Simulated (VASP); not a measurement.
# SiO2 (Cristobalite high) (P2_13) in VASP: a series of runs, part 2 of 2

VASP 6.6.1. The steps go on from the part before.

**3. Single point, PBE (volume scaled by 1.02, then relaxed in part)**

INCAR reads:

```
SYSTEM = SiO2
PREC = Accurate
ENCUT = 520
EDIFF = 1E-6
ISMEAR = -1
SIGMA = 0.02
LREAL = Auto
LASPH = .True.
NELM = 80
ALGO = Normal
ISIF = 2
LWAVE = .False.
LCHARG = .False.
GGA = PE
NBANDS = 82
```

KPOINTS reads:

```
Automatic mesh
0
Gamma
  4 4 4
  0 0 0
```

POSCAR reads:

```
SiO2
1.0
    7.2074186004      0.0000000000      0.0000000000
    0.0000000000      7.2074186004      0.0000000000
    0.0000000000      0.0000000000      7.2074186004
Si O
8 16
Direct
    0.2779674603      0.2779674603      0.2779674603
    0.2220325397      0.7220325397      0.7779674603
    0.7779674603      0.2220325397      0.7220325397
    0.7220325397      0.7779674603      0.2220325397
    1.0191776042      1.0191776042      1.0191776042
    0.4808223958     -0.0191776042      0.5191776042
    0.5191776042      0.4808223958     -0.0191776042
   -0.0191776042      0.5191776042      0.4808223958
    0.1485195459      0.1485195459      0.1485195459
    0.3514804541      0.8514804541      0.6485195459
    0.6485195459      0.3514804541      0.8514804541
    0.8514804541      0.6485195459      0.3514804541
    0.6397173548      0.6586555137      0.0494493022
    0.8602826452      0.3413444863      0.5494493022
    0.1397173548      0.8413444863      0.9505506978
    0.3602826452      0.1586555137      0.4505506978
    0.0494493022      0.6397173548      0.6586555137
    0.5494493022      0.8602826452      0.3413444863
    0.9505506978      0.1397173548      0.8413444863
    0.4505506978      0.3602826452      0.1586555137
    0.6586555137      0.0494493022      0.6397173548
    0.3413444863      0.5494493022      0.8602826452
    0.8413444863      0.9505506978      0.1397173548
    0.1586555137      0.4505506978      0.3602826452
```

Potentials or basis: VASP PAW PBE potentials, release 64 (Si, O).

Launch:

```bash
> cat potpaw_PBE.64/Si/POTCAR potpaw_PBE.64/O/POTCAR > POTCAR
> mpirun -np 1 vasp_std > vasp.out
```

OUTCAR:

```text
SYSTEM = SiO2
   PREC = Accurate
   ENCUT = 520
   EDIFF = 1E-6
   ISMEAR = -1
   LREAL = Auto
   LASPH = .True.
   NELM = 80
   ISIF = 2
   GGA = PE

 ion  position               nearest neighbor table
   1  0.278  0.278  0.278-   9 1.62  16 1.62  20 1.62  24 1.62   7 3.12   8 3.12   6 3.12
   2  0.222  0.722  0.778-  10 1.62  15 1.62  17 1.62  22 1.62   7 3.12   8 3.12   5 3.12
   3  0.778  0.222  0.722-  11 1.62  14 1.62  19 1.62  21 1.62   6 3.12   8 3.12   5 3.12
   4  0.722  0.778  0.222-  12 1.62  13 1.62  18 1.62  23 1.62   6 3.12   7 3.12   5 3.12
   5  0.019  0.019  0.019-   9 1.61  15 1.63  19 1.63  23 1.63   3 3.12   4 3.12   2 3.12
   6  0.481  0.981  0.519-  10 1.61  16 1.63  18 1.63  21 1.63   3 3.12   4 3.12   1 3.12
   7  0.519  0.481  0.981-  11 1.61  13 1.63  20 1.63  22 1.63   2 3.12   4 3.12   1 3.12
   8  0.981  0.519  0.481-  12 1.61  14 1.63  17 1.63  24 1.63   2 3.12   3 3.12   1 3.12
   9  0.149  0.149  0.149-   5 1.61   1 1.62
  10  0.351  0.851  0.649-   6 1.61   2 1.62
  11  0.649  0.351  0.851-   7 1.61   3 1.62
  12  0.851  0.649  0.351-   8 1.61   4 1.62
  13  0.640  0.659  0.049-   4 1.62   7 1.63
  14  0.860  0.341  0.549-   3 1.62   8 1.63
[... 8 lines left out ...]
  23  0.841  0.951  0.140-   4 1.62   5 1.63
[... 226 lines left out ...]
      1     -19.7403      2.00000
      2     -18.8761      2.00000
      3     -18.8761      2.00000
      4     -18.8761      2.00000
      5     -18.8625      2.00000
      6     -18.8625      2.00000
[... 858 lines left out ...]
     75       8.6173      0.00000
     76       8.6173      0.00000
 [bands above 76 left out]

------------------------ aborting loop because EDIFF is reached ----------------------------------------

  FORCE on cell =-STRESS in cart. coord.  units (eV):
  Direction    XX          YY          ZZ          XY          YZ          ZX
  --------------------------------------------------------------------------------------
  -------------------------------------------------------------------------------------
  Total        0.6551092      0.6551092      0.6551092      0.0000000      0.0000000      0.0000000
  in kB        2.8034000      2.8034000      2.8034000      0.0000000      0.0000000      0.0000000
  external PRESSURE =       2.8034000 kB  Pullay stress =       0.0000000 kB

 VOLUME and BASIS-vectors are now :
 -----------------------------------------------------------------------------
  energy-cutoff  :      520.00
  volume of cell :      374.40
      direct lattice vectors                 reciprocal lattice vectors
     7.207418600  0.000000000  0.000000000     0.138745930  0.000000000  0.000000000
     0.000000000  7.207418600  0.000000000     0.000000000  0.138745930  0.000000000
     0.000000000  0.000000000  7.207418600     0.000000000  0.000000000  0.138745930

 POSITION                                       TOTAL-FORCE (eV/Angst)
 -----------------------------------------------------------------------------------
      2.00343      2.00343      2.00343         0.001440      0.001440      0.001440
      1.60028      5.20399      5.60714        -0.001440     -0.001440      0.001440
      5.60714      1.60028      5.20399         0.001440     -0.001440     -0.001440
      5.20399      5.60714      1.60028        -0.001440      0.001440     -0.001440
      0.13822      0.13822      0.13822         0.015333      0.015333      0.015333
      3.46549      7.06920      3.74193        -0.015333     -0.015333      0.015333
[... 16 lines left out ...]
      6.06392      6.85102      1.00700         0.011330      0.011370     -0.008603
      1.14350      3.24731      2.59671        -0.011330      0.011370      0.008603
 -----------------------------------------------------------------------------------
    total drift:                               -0.000000     -0.000000     -0.000000

  FREE ENERGIE OF THE ION-ELECTRON SYSTEM (eV)
  ---------------------------------------------------
  free  energy   TOTEN  =      -189.8578302029 eV

  energy  without entropy=     -189.8578302029  energy(sigma->0) =     -189.85783020
```

OSZICAR:

```text
N       E                     dE             d eps       ncg     rms          rms(c)
DAV:   1     0.904058052832E+03    0.90406E+03   -0.64921E+04  1804   0.141E+03
DAV:   2    -0.136329490792E+03   -0.10404E+04   -0.10129E+04  2274   0.336E+02
DAV:   3    -0.214660567315E+03   -0.78331E+02   -0.77963E+02  2160   0.990E+01
DAV:   4    -0.215930104987E+03   -0.12695E+01   -0.12662E+01  2184   0.136E+01
DAV:   5    -0.215958783839E+03   -0.28679E-01   -0.28649E-01  2168   0.194E+00    0.410E+01
DAV:   6    -0.189840889445E+03    0.26118E+02   -0.11172E+02  2094   0.349E+01    0.189E+01
DAV:   7    -0.189860669779E+03   -0.19780E-01   -0.29456E+00  2296   0.526E+00    0.710E+00
DAV:   8    -0.189831800448E+03    0.28869E-01   -0.14507E-01  2118   0.175E+00    0.273E+00
DAV:   9    -0.189851896140E+03   -0.20096E-01   -0.80601E-02  2080   0.127E+00    0.554E-01
DAV:  10    -0.189858107305E+03   -0.62112E-02   -0.10943E-02  2008   0.369E-01    0.184E-01
DAV:  11    -0.189857791656E+03    0.31565E-03   -0.30126E-03  2176   0.207E-01    0.261E-02
DAV:  12    -0.189857823799E+03   -0.32143E-04   -0.14680E-04  2104   0.546E-02    0.269E-02
DAV:  13    -0.189857828801E+03   -0.50016E-05   -0.22054E-05  2152   0.203E-02    0.189E-02
DAV:  14    -0.189857830242E+03   -0.14412E-05   -0.11965E-05  1920   0.166E-02    0.652E-03
DAV:  15    -0.189857830203E+03    0.39050E-07   -0.19352E-06  1368   0.672E-03
   1 F= -.18985783E+03 E0= -.18985783E+03  d E =-.460487E-12
```

stdout:

```text
POSCAR found type information on POSCAR SiO
 POSCAR found :  2 types and      24 ions
 scaLAPACK will be used
 LDA part: xc-table for (Slater+PW92), standard interpolation
 POSCAR, INCAR and KPOINTS ok, starting setup
 FFT: planning ... GRIDC
 FFT: planning ... GRID_SOFT
 FFT: planning ... GRID
 WAVECAR not read
 entering main loop
```

It took 4.6 min on 1 thread of Intel Xeon 6975P-C (Granite Rapids), shared host; peak memory 0.51 GiB.

What came out:

```yaml
Free_energy: -189.8578 eV
Pressure: 0.3 GPa
Largest_force: 0.027 eV/Å
Band_gap_on_the_k_mesh: 5.63 eV, indirect (the least direct gap lies 1.8 meV higher)
```

Forces in eV/Å, atoms in the order of the input:
```
Si   0.001  0.001  0.001
Si  -0.001 -0.001  0.001
Si   0.001 -0.001 -0.001
Si  -0.001  0.001 -0.001
Si   0.015  0.015  0.015
Si  -0.015 -0.015  0.015
Si   0.015 -0.015 -0.015
Si  -0.015  0.015 -0.015
O   -0.009 -0.009 -0.009
O    0.009  0.009 -0.009
O   -0.009  0.009  0.009
O    0.009 -0.009  0.009
O   -0.009 -0.011 -0.011
O    0.009  0.011 -0.011
O   -0.009  0.011  0.011
O    0.009 -0.011  0.011
O   -0.011 -0.009 -0.011
O   -0.011  0.009  0.011
O    0.011 -0.009  0.011
O    0.011  0.009 -0.011
O   -0.011 -0.011 -0.009
O    0.011 -0.011  0.009
O    0.011  0.011 -0.009
O   -0.011  0.011  0.009
```

Levels at points of the mesh, in eV from the valence-band top:
| k point | band 60 | band 61 | band 62 | band 63 | band 64 | band 65 | band 66 | band 67 | band 68 | band 69 |
| --- | --- | --- | --- | --- | --- | --- | --- | --- | --- | --- |
| (0.00, 0.00, 0.00) | -0.41 | -0.41 | 0.00 | 0.00 | 0.00 | 5.63 | 8.66 | 8.66 | 8.66 | 8.69 |
| (0.50, 0.00, 0.00) | -0.38 | -0.25 | -0.25 | -0.24 | -0.24 | 6.76 | 6.76 | 8.87 | 8.87 | 9.18 |
| (0.50, 0.50, 0.00) | -0.53 | -0.22 | -0.22 | -0.13 | -0.13 | 7.59 | 7.59 | 7.60 | 7.60 | 9.11 |
| (0.50, 0.50, 0.50) | -0.72 | 0.00 | 0.00 | 0.00 | 0.00 | 7.81 | 7.81 | 7.81 | 7.81 | 8.64 |

**4. Single point, PBE (volume scaled by 1.04, then relaxed in part)**

INCAR reads:

```
  ALGO = Normal
  EDIFF = 1E-6
  ENCUT = 520
  GGA = PE
  ISIF = 2
  ISMEAR = -1
  LASPH = T
  LCHARG = F
  LREAL = Auto
  LWAVE = F
  NBANDS = 82
  NELM = 80
  PREC = Accurate
  SIGMA = 0.02
```

KPOINTS reads:

```
k-points
0
Gamma
  4 4 4
```

POSCAR reads:

```
SiO2
1.0
    7.2542213314      0.0000000000      0.0000000000
    0.0000000000      7.2542213314      0.0000000000
    0.0000000000      0.0000000000      7.2542213314
Si O
8 16
Direct
    0.2748700296      0.2748700296      0.2748700296
    0.2251299704      0.7251299704      0.7748700296
    0.7748700296      0.2251299704      0.7251299704
    0.7251299704      0.7748700296      0.2251299704
    1.0175360721      1.0175360721      1.0175360721
    0.4824639279     -0.0175360721      0.5175360721
    0.5175360721      0.4824639279     -0.0175360721
   -0.0175360721      0.5175360721      0.4824639279
    0.1461676294      0.1461676294      0.1461676294
    0.3538323706      0.8538323706      0.6461676294
    0.6461676294      0.3538323706      0.8538323706
    0.8538323706      0.6461676294      0.3538323706
    0.6394872604      0.6552448230      0.0562507130
    0.8605127396      0.3447551770      0.5562507130
    0.1394872604      0.8447551770      0.9437492870
    0.3605127396      0.1552448230      0.4437492870
    0.0562507130      0.6394872604      0.6552448230
    0.5562507130      0.8605127396      0.3447551770
    0.9437492870      0.1394872604      0.8447551770
    0.4437492870      0.3605127396      0.1552448230
    0.6552448230      0.0562507130      0.6394872604
    0.3447551770      0.5562507130      0.8605127396
    0.8447551770      0.9437492870      0.1394872604
    0.1552448230      0.4437492870      0.3605127396
```

Launch:

```bash
> cat potpaw_PBE.64/Si/POTCAR potpaw_PBE.64/O/POTCAR > POTCAR
> mpirun -np 1 vasp_std > vasp.out
```

It took 9.5 min on 1 thread of Oxide Virtual Turin-like, shared host; peak memory 0.48 GiB.

The run converged. Its results:

```
Free energy            : -189.8661 eV
Pressure               : -0.2 GPa
Largest force          : 0.041 eV/Å
Band gap on the k mesh : 5.58 eV, indirect (the least direct gap lies 1.0 meV higher)
```

Forces in eV/Å, atoms in the order of the input:
```
Si   0.008  0.008  0.008
Si  -0.008 -0.008  0.008
Si   0.008 -0.008 -0.008
Si  -0.008  0.008 -0.008
Si   0.024  0.024  0.024
Si  -0.024 -0.024  0.024
Si   0.024 -0.024 -0.024
Si  -0.024  0.024 -0.024
O    0.011  0.011  0.011
O   -0.011 -0.011  0.011
O    0.011 -0.011 -0.011
O   -0.011  0.011 -0.011
O    0.001  0.005  0.014
O   -0.001 -0.005  0.014
O    0.001 -0.005 -0.014
O   -0.001  0.005 -0.014
O    0.014  0.001  0.005
O    0.014 -0.001 -0.005
O   -0.014  0.001 -0.005
O   -0.014 -0.001  0.005
O    0.005  0.014  0.001
O   -0.005  0.014 -0.001
O   -0.005 -0.014  0.001
O    0.005 -0.014 -0.001
```

Levels at points of the mesh, in eV from the valence-band top:
```csv
k point,band 60,band 61,band 62,band 63,band 64,band 65,band 66,band 67,band 68,band 69
"(0.00, 0.00, 0.00)",-0.44,-0.44,0.00,0.00,0.00,5.58,8.58,8.58,8.58,8.62
"(0.50, 0.00, 0.00)",-0.39,-0.27,-0.27,-0.26,-0.26,6.70,6.70,8.84,8.84,9.11
"(0.50, 0.50, 0.00)",-0.56,-0.22,-0.22,-0.14,-0.14,7.51,7.51,7.52,7.52,9.05
"(0.50, 0.50, 0.50)",-0.76,0.00,0.00,0.00,0.00,7.73,7.73,7.73,7.73,8.57
```

 A k mesh can miss the band edges.

**5. Single point, PBE (volume scaled by 1.06, then relaxed in part)**

INCAR reads:

```
PREC = Accurate ; ENCUT = 520
EDIFF = 1E-6 ; ISMEAR = -1
SIGMA = 0.02 ; LREAL = Auto
LASPH = T ; NELM = 60
ALGO = Normal ; ISIF = 2
LWAVE = F ; LCHARG = T
GGA = PE ; LELF = T
LVHAR = T ; NBANDS = 82
```

KPOINTS reads:

```
Automatic mesh
0
Gamma
  4 4 4
```

POSCAR reads:

```
SiO2
1.0
    7.3004278085      0.0000000000      0.0000000000
    0.0000000000      7.3004278085      0.0000000000
    0.0000000000      0.0000000000      7.3004278085
Si O
8 16
Direct
    0.2716743903      0.2716743903      0.2716743903
    0.2283256097      0.7283256097      0.7716743903
    0.7716743903      0.2283256097      0.7283256097
    0.7283256097      0.7716743903      0.2283256097
    1.0159388193      1.0159388193      1.0159388193
    0.4840611807     -0.0159388193      0.5159388193
    0.5159388193      0.4840611807     -0.0159388193
   -0.0159388193      0.5159388193      0.4840611807
    0.1438105904      0.1438105904      0.1438105904
    0.3561894096      0.8561894096      0.6438105904
    0.6438105904      0.3561894096      0.8561894096
    0.8561894096      0.6438105904      0.3561894096
    0.6389544885      0.6513577857      0.0639593386
    0.8610455115      0.3486422143      0.5639593386
    0.1389544885      0.8486422143      0.9360406614
    0.3610455115      0.1513577857      0.4360406614
    0.0639593386      0.6389544885      0.6513577857
    0.5639593386      0.8610455115      0.3486422143
    0.9360406614      0.1389544885      0.8486422143
    0.4360406614      0.3610455115      0.1513577857
    0.6513577857      0.0639593386      0.6389544885
    0.3486422143      0.5639593386      0.8610455115
    0.8486422143      0.9360406614      0.1389544885
    0.1513577857      0.4360406614      0.3610455115
```

Launch:

```bash
> cat potpaw_PBE.64/Si/POTCAR potpaw_PBE.64/O/POTCAR > POTCAR
> mpirun -np 1 vasp_std > vasp.out
```

Run time: 8.4 min. Hardware: 1 thread of Oxide Virtual Turin-like, shared host; peak memory 0.45 GiB.

The run converged. Its results:

```
Free energy            : -189.8599 eV
Pressure               : -0.4 GPa
Largest force          : 0.030 eV/Å
Band gap on the k mesh : 5.53 eV, indirect (the least direct gap lies 0.4 meV higher)
```

Forces in eV/Å, atoms in the order of the input:
```
Si   0.012  0.012  0.012
Si  -0.012 -0.012  0.012
Si   0.012 -0.012 -0.012
Si  -0.012  0.012 -0.012
Si  -0.002 -0.002 -0.002
Si   0.002  0.002 -0.002
Si  -0.002  0.002  0.002
Si   0.002 -0.002  0.002
O   -0.017 -0.017 -0.017
O    0.017  0.017 -0.017
O   -0.017  0.017  0.017
O    0.017 -0.017  0.017
O   -0.002  0.003 -0.004
O    0.002 -0.003 -0.004
O   -0.002 -0.003  0.004
O    0.002  0.003  0.004
O   -0.004 -0.002  0.003
O   -0.004  0.002 -0.003
O    0.004 -0.002 -0.003
O    0.004  0.002  0.003
O    0.003 -0.004 -0.002
O   -0.003 -0.004  0.002
O   -0.003  0.004 -0.002
O    0.003  0.004  0.002
```

Levels at points of the mesh, in eV from the valence-band top:
| k point | band 60 | band 61 | band 62 | band 63 | band 64 | band 65 | band 66 | band 67 | band 68 | band 69 |
| --- | --- | --- | --- | --- | --- | --- | --- | --- | --- | --- |
| (0.00, 0.00, 0.00) | -0.48 | -0.48 | 0.00 | 0.00 | 0.00 | 5.53 | 8.51 | 8.51 | 8.51 | 8.55 |
| (0.50, 0.00, 0.00) | -0.40 | -0.30 | -0.30 | -0.28 | -0.28 | 6.63 | 6.63 | 8.81 | 8.81 | 9.04 |
| (0.50, 0.50, 0.00) | -0.59 | -0.22 | -0.22 | -0.16 | -0.16 | 7.44 | 7.44 | 7.45 | 7.45 | 8.99 |
| (0.50, 0.50, 0.50) | -0.80 | 0.00 | 0.00 | 0.00 | 0.00 | 7.66 | 7.66 | 7.66 | 7.66 | 8.48 |

 A k mesh can miss the band edges.

**6. Overview**

| cell | gap on the mesh (eV) | pressure (GPa) | largest force (eV/Å) |
| --- | --- | --- | --- |
| a = 7.160 Å, 24 atoms | 5.68 | 0.9 | 0.02 |
| a = 7.207 Å, 24 atoms | 5.63 | 0.3 | 0.03 |
| a = 7.254 Å, 24 atoms | 5.58 | -0.2 | 0.04 |
| a = 7.300 Å, 24 atoms | 5.53 | -0.4 | 0.03 |

Alike in all rows: task single point; level PBE; potentials or basis VASP PAW PBE potentials, release 64 (Si, O); no spin polarisation; k mesh 4 × 4 × 4; cutoff (eV) 520; smearing fermi-dirac 0.02 eV.

Absolute energies hang on the potentials; compare differences alone.
